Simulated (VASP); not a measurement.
# Li in VASP: a series of runs

The runs below take Li through single point, with PBE.

All numbers are computed with VASP 6.6.1; they aren't measurements. Logs are shortened: lines on timing, memory, paths and dates and some standing lists are left out, and cuts for length are marked.

### 1 The cell of the first run

The cell holds a slab with vacuum, 17 atoms: a = 6.980 Å, b = 6.045 Å, c = 20.403 Å, α = 90.00°, β = 90.00°, γ = 54.74°.

### 2 Single point, PBE

File INCAR:

```
ALGO = Normal
EDIFF = 1E-6
ENCUT = 520
GGA = PE
ISIF = 2
ISMEAR = -1
LASPH = True
LCHARG = False
LREAL = Auto
LWAVE = False
NBANDS = 40
NELM = 80
PREC = Accurate
SIGMA = 0.05
```

File KPOINTS:

```
k-points
0
Gamma
  3 3 1
```

File POSCAR:

```
Li
1.0
    6.9800000000      0.0000000000      0.0000000000
    3.4900000000      4.9356050000      0.0000000000
    0.0000000000      0.0000000000     20.4034080000
Li
17
Direct
   -0.2499997467      0.4999994935      0.0490114201
    0.2500002533      0.4999994935      0.0490114201
   -0.2499994935      0.9999989870      0.0490114201
    0.2500005065      0.9999989870      0.0490114201
    0.0525332836     -0.0311410658      0.1743532257
    0.4819896502      0.0516653987      0.1646783714
   -0.0950138998      0.5951853927      0.1860816585
    0.5597083798      0.4711276530      0.1682464028
   -0.3178948831      0.4828384767      0.2989843657
    0.2361178790      0.5338960472      0.2906965346
   -0.2530863888      0.9833647547      0.3042334888
    0.1643516101      1.0963397598      0.2834918559
    0.0770693615     -0.1172905855      0.4058145580
    0.4720558011      0.0453439852      0.4118233581
   -0.0388166507      0.5088940464      0.4093041711
    0.4970302296      0.5479166181      0.4629422693
    0.1281512557      0.1087404685      0.5114733774
```

Potentials or basis: VASP PAW PBE potentials, release 64 (Li_sv).

Command:

```
cat potpaw_PBE.64/Li_sv/POTCAR > POTCAR
mpirun -np 1 vasp_std > vasp.out
```

OUTCAR:

```text
EDIFF = 1E-6
   ENCUT = 520
   GGA = PE
   ISIF = 2
   ISMEAR = -1
   LASPH = True
   LREAL = Auto
   NELM = 80
   PREC = Accurate

 ion  position               nearest neighbor table
   1  0.750  0.500  0.049-
   2  0.250  0.500  0.049-
   3  0.750  1.000  0.049-
   4  0.250  1.000  0.049-
   5  0.053  0.969  0.174-
   6  0.482  0.052  0.165-
[... 9 lines left out ...]
  16  0.497  0.548  0.463-
  17  0.128  0.109  0.511-

  LATTYP: Found a base centered orthorhombic cell.
 ALAT       =     6.9800000000
 B/A-ratio  =     1.4142134670
 C/A-ratio  =     2.9231243553

  Lattice vectors:

 A1 = (   3.4900000000,  -4.9356050000,   0.0000000000)
 A2 = (   3.4900000000,   4.9356050000,   0.0000000000)
 A3 = (   0.0000000000,   0.0000000000,  20.4034080000)

Analysis of symmetry for initial positions (statically):
=====================================================================
 Subroutine PRICEL returns:
 Original cell was already a primitive cell.

 Routine SETGRP: Setting up the symmetry group for a
 base centered orthorhombic supercell.

 Subroutine GETGRP returns: Found  1 space group operations
 (whereof  1 operations were pure point group operations)
 out of a pool of  8 trial point group operations.

The static configuration has the point symmetry C_1 .

Analysis of symmetry for dynamics (positions and initial velocities):
=====================================================================
 Subroutine PRICEL returns:
 Original cell was already a primitive cell.

 Routine SETGRP: Setting up the symmetry group for a
 base centered orthorhombic supercell.

 Subroutine GETGRP returns: Found  1 space group operations
 (whereof  1 operations were pure point group operations)
 out of a pool of  8 trial point group operations.

The dynamic configuration has the point symmetry C_1 .

 Subroutine INISYM returns: Found  1 space group operations
 (whereof  1 operations are pure point group operations),
 and found     1 'primitive' translations

----------------------------------------------------------------------------------------

                                     Primitive cell

  volume of cell :     702.9081

  direct lattice vectors                    reciprocal lattice vectors
     6.980000000  0.000000000  0.000000000     0.143266476 -0.101304703  0.000000000
     3.490000000  4.935605000  0.000000000     0.000000000  0.202609407  0.000000000
     0.000000000  0.000000000 20.403408000     0.000000000  0.000000000  0.049011420

  length of vectors
     6.980000000  6.044857047 20.403408000     0.175464885  0.202609407  0.049011420

  position of ions in fractional coordinates (direct lattice)
     0.750000253  0.499999493  0.049011420
     0.250000253  0.499999493  0.049011420
     0.750000507  0.999998987  0.049011420
     0.250000507  0.999998987  0.049011420
     0.052533284  0.968858934  0.174353226
     0.481989650  0.051665399  0.164678371
[... 9 lines left out ...]
     0.497030230  0.547916618  0.462942269
     0.128151256  0.108740469  0.511473377

  ion indices of the primitive-cell ions
   primitive index   ion index
                 1           1
                 2           2
                 3           3
                 4           4
                 5           5
                 6           6
[... 9 lines left out ...]
                16          16
                17          17

----------------------------------------------------------------------------------------

 KPOINTS: k-points

Automatic generation of k-mesh.
 Grid dimensions read from file:
 generate k-points for:    3    3    1

 Generating k-lattice:

  Cartesian coordinates                     Fractional coordinates (reciprocal lattice)
     0.047755492 -0.033768234  0.000000000     0.333333333  0.000000000  0.000000000
     0.000000000  0.067536469  0.000000000     0.000000000  0.333333333  0.000000000
     0.000000000  0.000000000  0.049011420     0.000000000  0.000000000  1.000000000

  Length of vectors
     0.058488295  0.067536469  0.049011420

  Shift w.r.t. Gamma in fractional coordinates (k-lattice)
     0.000000000  0.000000000  0.000000000

 Subroutine IBZKPT returns following result:
 ===========================================

 Found      5 irreducible k-points:

 Following reciprocal coordinates:
            Coordinates               Weight
  0.000000  0.000000  0.000000      1.000000
  0.333333 -0.000000  0.000000      2.000000
  0.333333  0.333333  0.000000      2.000000
  0.000000  0.333333  0.000000      2.000000
 -0.333333  0.333333  0.000000      2.000000
   k-points           NKPTS =      5   k-points in BZ     NKDIM =      5   number of bands    NBANDS=     40
   number of dos      NEDOS =    301   number of ions     NIONS =     17
   total plane-waves  NPLWV = 414720
   dimension x,y,z NGX =    54 NGY =   48 NGZ =  160
   dimension x,y,z NGXF=   108 NGYF=   96 NGZF=  320
   ions per type =              17
   NGX,Y,Z   is equivalent  to a cutoff of  12.86, 13.20, 13.04 a.u.
   NGXF,Y,Z  is equivalent  to a cutoff of  25.72, 26.40, 26.07 a.u.
 SYSTEM =  unknown system
   PREC   = accura    normal or accurate (medium, high low for compatibility)
   ISTART =      0    job   : 0-new  1-cont  2-samecut
   ICHARG =      2    charge: 1-file 2-atom 10-const
   ISPIN  =      1    spin polarized calculation?
   LNONCOLLINEAR =      F non collinear calculations
   LSORBIT =      F    spin-orbit coupling
   LASPH  =      T    aspherical Exc in radial PAW
   ENCUT  =  520.0 eV  38.22 Ry    6.18 a.u.  12.98 11.24 37.94*2*pi/ulx,y,z
   NELM   =     80;   NELMIN=  2; NELMDL= -5     # of ELM steps
   EDIFF  = 0.1E-05   stopping-criterion for ELM
   LREAL  =      T    real-space projection
   EDIFFG = 0.1E-04   stopping-criterion for IOM
   NSW    =      0    number of steps for IOM
   IBRION =     -1    ionic relax: 0-MD 1-quasi-New 2-CG
   NFREE  =      0    steps in history (QN), initial steepest desc. (CG)
   ISIF   =      2    stress and relaxation
   ISYM   =      2    0-nonsym 1-usesym 2-fastsym
   POTIM  = 0.5000    time-step for ionic-motion
   TEBEG  =    0.0;   TEEND  =   0.0 temperature during run
   PSTRESS=    0.0 pullay stress
   NELECT =      51.0000    total number of electrons
   NUPDOWN=      -1.0000    fix difference up-down
   EMIN   =  10.00;   EMAX   =-10.00  energy-range for DOS
   EFERMI =   0.00;   METHOD = LEGACY
   ISMEAR =    -1;   SIGMA  =   0.05  broadening in eV -4-tet -1-fermi 0-gaus
   EFERMI_NEDOS =   21; number of points for ismear=-14 and -15
   IALGO  =     38    algorithm
   IMIX   =      4    mixing-type and parameters
     AMIX     =   0.40;   BMIX     =  1.00
     AMIX_MAG =   1.60;   BMIX_MAG =  1.00
  volume/ion in A,a.u.               =      41.35       279.03
  Fermi-wavevector in a.u.,A,eV,Ry     =   0.682808  1.290320  6.343403  0.466227
  Thomas-Fermi vector in A             =   1.761989
   LORBIT       =      0    0 simple, 1 ext, 2 COOP (PROOUT), +10 PAW based schemes
   GGA     = PE    functional components
[... 5 lines left out ...]
 non-spin polarized calculation
  energy-cutoff  :      520.00
  volume of cell :      702.91
 maximum number of plane-waves:     18969
 NGX is ok and might be reduce to    54
   NGX = 25   NGY = 23   NGZ = 75

 number of electron      51.0000000 magnetization

 Free energy of the ion-electron system (eV)
  ---------------------------------------------------
  ext. energy  EPLUGINS =         0.00000000
  ---------------------------------------------------
  free energy    TOTEN  =       -29.31932234 eV

  energy without entropy =      -29.27547551  energy(sigma->0) =      -29.29739893

 E-fermi :  -1.1144     XC(G=0):  -4.4411

 val. band max:       -1.1155646444   @ k =   0.0000   0.0000   0.0000
 cond. band min:      -1.0194648798   @ k =   0.3333  -0.0000   0.0000
 fundamental gap:      0.0960997646
 Fermi energy:        -1.1143790118

 k-point     1 :       0.0000    0.0000    0.0000
  band No.  band energies     occupation
      1     -48.8874      2.00000
      2     -48.4365      2.00000
      3     -48.2531      2.00000
      4     -48.2368      2.00000
      5     -48.2342      2.00000
      6     -48.1638      2.00000
[... 29 lines left out ...]
     36       1.5056      0.00000
     37       1.6242      0.00000

 k-point     2 :       0.3333   -0.0000    0.0000
  band No.  band energies     occupation
      1     -48.8874      2.00000
      2     -48.4365      2.00000
      3     -48.2526      2.00000
      4     -48.2367      2.00000
      5     -48.2347      2.00000
      6     -48.1639      2.00000
[... 29 lines left out ...]
     36       1.1813      0.00000
     37       1.6733      0.00000

 k-point     3 :       0.3333    0.3333    0.0000
  band No.  band energies     occupation
      1     -48.8874      2.00000
      2     -48.4365      2.00000
      3     -48.2525      2.00000
      4     -48.2374      2.00000
      5     -48.2341      2.00000
      6     -48.1639      2.00000
[... 29 lines left out ...]
     36       1.3117      0.00000
     37       1.8075      0.00000

 k-point     4 :       0.0000    0.3333    0.0000
  band No.  band energies     occupation
      1     -48.8874      2.00000
      2     -48.4365      2.00000
      3     -48.2520      2.00000
      4     -48.2374      2.00000
      5     -48.2345      2.00000
      6     -48.1640      2.00000
[... 29 lines left out ...]
     36       1.3117      0.00000
     37       1.4341      0.00000

 k-point     5 :      -0.3333    0.3333    0.0000
  band No.  band energies     occupation
      1     -48.8874      2.00000
      2     -48.4365      2.00000
      3     -48.2520      2.00000
      4     -48.2374      2.00000
      5     -48.2346      2.00000
      6     -48.1640      2.00000
[... 29 lines left out ...]
     36       1.0354      0.00000
     37       1.3509      0.00000
 [bands above 37 left out]

------------------------ aborting loop because EDIFF is reached ----------------------------------------

  FORCE on cell =-STRESS in cart. coord.  units (eV):
  Direction    XX          YY          ZZ          XY          YZ          ZX
  --------------------------------------------------------------------------------------
  -------------------------------------------------------------------------------------
  Total       -1.1849330     -2.9499759     -0.7897295      0.0652405     -0.1736343      0.5490131
  in kB       -2.7008835     -6.7240436     -1.8000741      0.1487062     -0.3957743      1.2513960
  external PRESSURE =      -3.7416671 kB  Pullay stress =       0.0000000 kB

 VOLUME and BASIS-vectors are now :
 -----------------------------------------------------------------------------
  energy-cutoff  :      520.00
  volume of cell :      702.91
      direct lattice vectors                 reciprocal lattice vectors
     6.980000000  0.000000000  0.000000000     0.143266476 -0.101304703  0.000000000
     3.490000000  4.935605000  0.000000000     0.000000000  0.202609407  0.000000000
     0.000000000  0.000000000 20.403408000     0.000000000  0.000000000  0.049011420

 POSITION                                       TOTAL-FORCE (eV/Angst)
 -----------------------------------------------------------------------------------
      6.98000      2.46780      1.00000         0.035900      0.014640      0.042216
      3.49000      2.46780      1.00000        -0.033211      0.010512      0.190030
      8.72500      4.93560      1.00000         0.050241     -0.007222      0.053552
      5.23500      4.93560      1.00000         0.017685     -0.014665      0.050969
      3.74800      4.78190      3.55740        -0.151440     -0.008503     -0.234111
      3.54460      0.25500      3.36000        -0.246819      0.242829      0.122360
[... 9 lines left out ...]
      5.38150      2.70430      9.44560         0.180672     -0.426873     -0.147307
      1.27400      0.53670     10.43580         0.034039      0.159446      0.347915
 -----------------------------------------------------------------------------------
    total drift:                                0.001149     -0.010126      0.008333

  FREE ENERGIE OF THE ION-ELECTRON SYSTEM (eV)
  ---------------------------------------------------
  free  energy   TOTEN  =       -29.3193223437 eV

  energy  without entropy=      -29.2754755114  energy(sigma->0) =      -29.29739893
```

Wall time 5.7 min (1 thread of Oxide Virtual Turin-like, shared host); peak memory 0.7 GiB.

Results:

```
Free energy   : -29.3193 eV
Largest force : 0.486 eV/Å
```

Forces on the atoms (eV/Å):
```
Li   0.036  0.015  0.042
Li  -0.033  0.011  0.190
Li   0.050 -0.007  0.054
Li   0.018 -0.015  0.051
Li  -0.151 -0.009 -0.234
Li  -0.247  0.243  0.122
Li   0.286 -0.271 -0.172
Li  -0.141  0.024 -0.031
Li   0.026  0.355  0.200
Li   0.013 -0.105 -0.048
Li  -0.166 -0.076 -0.356
Li   0.316 -0.156  0.199
Li  -0.062  0.314 -0.195
Li  -0.050  0.049  0.043
Li  -0.109 -0.105 -0.065
Li   0.181 -0.427 -0.147
Li   0.034  0.159  0.348
```

Levels at points of the mesh, in eV from the Fermi level:
```csv
k point,band 22,band 23,band 24,band 25,band 26,band 27,band 28,band 29
"(0.00, 0.00, 0.00)",-0.08,-0.06,0.00,0.20,0.21,0.30,0.32,0.37
```

Caveat: the k points lie up to 0.42 Å⁻¹ apart; the cutoff is under 1.25 times the usual one of these potentials, so pressure, stress and relaxed cells hold a basis-set (Pulay) error.

### 3 Single point, PBE

File INCAR:

```
  PREC = Accurate
  ENCUT = 520
  EDIFF = 1E-7
  ISMEAR = -1
  SIGMA = 0.05
  LREAL = Auto
  LASPH = True
  NELM = 60
  ALGO = Normal
  ISIF = 2
  LWAVE = False
  LCHARG = False
  GGA = PE
  NBANDS = 40
```

File KPOINTS:

```
Automatic mesh
0
Gamma
  3 3 1
```

File POSCAR:

```
Li
1.0
    6.9800000000      0.0000000000      0.0000000000
    3.4900000000      4.9356050000      0.0000000000
    0.0000000000      0.0000000000     20.4034080000
Li
17
Direct
   -0.2499997467      0.4999994935      0.0490114201
    0.2500002533      0.4999994935      0.0490114201
   -0.2499994935      0.9999989870      0.0490114201
    0.2500005065      0.9999989870      0.0490114201
    0.0252777345     -0.0521314003      0.1735837464
    0.3488001866      0.1583595122      0.1846995365
   -0.1301491207      0.6257996740      0.1631492151
    0.5368564218      0.4858573569      0.1664182768
   -0.4224136138      0.6433659095      0.3169274466
    0.2974823970      0.4257228850      0.2954653458
   -0.2183196695      0.9607940668      0.2982442933
    0.1152348161      1.1352610268      0.2895496674
    0.0931488458     -0.1425154566      0.4145091840
    0.4686564219      0.0022287035      0.3995557997
   -0.0845784486      0.5438846909      0.4328541585
    0.6246157576      0.3863558773      0.4701567503
    0.2422083994      0.0822594191      0.5325335846
```

Potentials or basis: VASP PAW PBE potentials, release 64 (Li_sv).

Command:

```
cat potpaw_PBE.64/Li_sv/POTCAR > POTCAR
mpirun -np 1 vasp_std > vasp.out
```

It took 5.2 min on 1 thread of Oxide Virtual Turin-like, shared host; peak memory 0.71 GiB.

It converged, with:

| Item | Value |
| --- | --- |
| Free energy | -29.1544 eV |
| Largest force | 0.709 eV/Å |

Forces on the atoms (eV/Å):
```
Li  -0.013 -0.060 -0.186
Li  -0.031  0.027  0.143
Li  -0.029  0.054  0.091
Li   0.013 -0.023  0.179
Li   0.133  0.085 -0.138
Li   0.196 -0.291 -0.419
Li  -0.040 -0.073  0.257
Li  -0.108 -0.002  0.163
Li  -0.014 -0.468 -0.443
Li   0.092  0.467  0.153
Li   0.016 -0.084 -0.108
Li  -0.333  0.067  0.176
Li   0.250  0.123  0.020
Li  -0.038  0.524  0.476
Li   0.167 -0.232 -0.090
Li  -0.266 -0.052 -0.126
Li   0.004 -0.062 -0.147
```

Levels at points of the mesh, in eV from the Fermi level:
| k point | band 23 | band 24 | band 25 | band 26 | band 27 | band 28 |
| --- | --- | --- | --- | --- | --- | --- |
| (0.00, 0.00, 0.00) | -0.04 | 0.02 | 0.06 | 0.15 | 0.23 | 0.38 |

Caveat: the k points lie up to 0.42 Å⁻¹ apart; the cutoff is under 1.25 times the usual one of these potentials, so pressure, stress and relaxed cells hold a basis-set (Pulay) error.

### 4 Single point, PBE

File INCAR:

```
SYSTEM = Li
PREC = Accurate
ENCUT = 520
EDIFF = 1E-6
ISMEAR = -1
SIGMA = 0.05
LREAL = Auto
LASPH = .True.
NELM = 60
ALGO = Normal
ISIF = 2
LWAVE = .False.
LCHARG = .False.
GGA = PE
NBANDS = 40
```

File KPOINTS:

```
Automatic mesh
0
Gamma
  3 3 1
  0 0 0
```

File POSCAR:

```
Li
1.0
    6.9800000000      0.0000000000      0.0000000000
    3.4900000000      4.9356050000      0.0000000000
    0.0000000000      0.0000000000     20.4034080000
Li
17
Direct
   -0.2499997467      0.4999994935      0.0490114201
    0.2500002533      0.4999994935      0.0490114201
   -0.2499994935      0.9999989870      0.0490114201
    0.2500005065      0.9999989870      0.0490114201
    0.0194718452     -0.0246170429      0.1649038239
    0.3503419703      0.1355051711      0.1757696557
   -0.1300535151      0.6107660560      0.1672122618
    0.5087190305      0.4915304203      0.1918208958
   -0.4430091938      0.6353020552      0.3279697196
    0.2659479600      0.4838920457      0.2970876238
   -0.1855256593      0.9088450149      0.2926912994
    0.0482454695      1.1396981728      0.2992098183
    0.1667370961     -0.1851647366      0.4382013044
    0.3746630816      0.1029661004      0.4119703924
   -0.1090695512      0.5235832284      0.4534487572
    0.6361378726      0.2100451718      0.4375249468
    0.3073550973      0.0442296334      0.5269217770
```

Command:

```
cat potpaw_PBE.64/Li_sv/POTCAR > POTCAR
mpirun -np 1 vasp_std > vasp.out
```

Wall time 7.7 min (1 thread of Oxide Virtual Turin-like, shared host); peak memory 0.7 GiB.

It converged, with:

```yaml
Free_energy: -28.9894 eV
Largest_force: 0.901 eV/Å
```

Forces in eV/Å, atoms in the order of the input:
```
Li  -0.082 -0.055  0.021
Li  -0.009  0.028  0.203
Li  -0.054  0.034  0.090
Li   0.024 -0.027 -0.006
Li  -0.118  0.022  0.020
Li   0.169 -0.161  0.069
Li   0.046  0.008  0.135
Li   0.154 -0.004 -0.307
Li   0.221 -0.009 -0.029
Li  -0.143 -0.265  0.155
Li  -0.489  0.195  0.115
Li   0.232  0.164  0.006
Li  -0.215 -0.235 -0.257
Li  -0.480 -0.050 -0.761
Li  -0.109  0.165 -0.171
Li   0.714  0.240  0.163
Li   0.139 -0.052  0.554
```

Levels at points of the mesh, in eV from the Fermi level:
```
           k point  band 22  band 23  band 24  band 25  band 26  band 27  band 28  band 29
(0.00, 0.00, 0.00)    -0.08    -0.02     0.05     0.11     0.20     0.29     0.33     0.49
```

Caveat: the k points lie up to 0.42 Å⁻¹ apart; the cutoff is under 1.25 times the usual one of these potentials, so pressure, stress and relaxed cells hold a basis-set (Pulay) error.
